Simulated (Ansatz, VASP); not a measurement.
# One calculation of Na, two programs

```xyz
1
Lattice="-2.0287 2.0287 2.0287 2.0287 -2.0287 2.0287 2.0287 2.0287 -2.0287" Properties=species:S:1:pos:R:3 pbc="T T T"
Na    0.0000    0.0000    0.0000
```

Alike in both runs: functional LDA; k mesh 13 × 13 × 13; occupations fermi-dirac, width 0.05 eV; no spin polarisation.

Ansatz relaxed the structure, and its values are those at the end. VASP's run is a single point on that final structure, the one shown.

|  | VASP | Ansatz |
| --- | --- | --- |
| version | VASP 6.6.1 | Ansatz 0.2.0 |
| potentials or method | VASP PAW LDA potentials, release 64 (Na_pv) | PAW with Ansatz's default frozen-core files, scalar-relativistic |
| plane-wave cutoff (eV) | 520 | 420 |
| valence electrons in the cell | 7 | 9 |

|  | VASP | Ansatz | Ansatz less VASP |
| --- | --- | --- | --- |
| pressure (GPa) | -0.1 | 0.0 | +0.03 |

LDA's correlation is that of Perdew and Zunger in VASP and of Perdew and Wang (1992) in Ansatz. VASP's potentials hold 7 valence electrons a cell and Ansatz's 9, so a difference there can come from the potentials and not from the codes.
